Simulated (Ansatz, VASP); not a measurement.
# Ag: VASP beside Ansatz

```
CELL_PARAMETERS angstrom
4.04619 -2.02177 2.02177
2.02310 -4.05079 -2.02902
4.05694 2.03252 -2.03252
ATOMIC_POSITIONS crystal
Ag 0.16667 0.66667 0.50000
Ag 0.66667 0.66667 0.00000
Ag 0.83333 0.33333 0.50000
Ag 0.33333 0.33333 0.00000
Ag 0.50000 0.00000 0.50000
Ag 0.00000 0.00000 0.00000
```

Alike in both runs: functional PBEsol; k mesh 10 × 10 × 8; occupations gaussian, width 0.1 eV; no spin polarisation.

Ansatz relaxed the structure, and its values are those at the end. VASP's run is a single point on that final structure, the one shown.

```csv
,VASP,Ansatz
version,VASP 6.6.1,Ansatz 0.2.0
potentials or method,"VASP PAW PBE potentials, release 64 (Ag), cutoff 520 eV","scalar-relativistic, plane waves, PAW"
valence electrons in the cell,66,114
```

```tsv
	VASP	Ansatz	Ansatz less VASP
gap on the k mesh at the Fermi level (eV)	none	none	-
pressure (GPa)	-0.2	0.1	+0.25
```

VASP's potentials were made for PBE, not for PBEsol. A gap of «none» marks a metal or a gap that the smearing closes. With one functional, cell and mesh, what is left measures potentials, basis and numerics. VASP's potentials hold 66 valence electrons a cell and Ansatz's 114, so a difference there can come from the potentials and not from the codes.
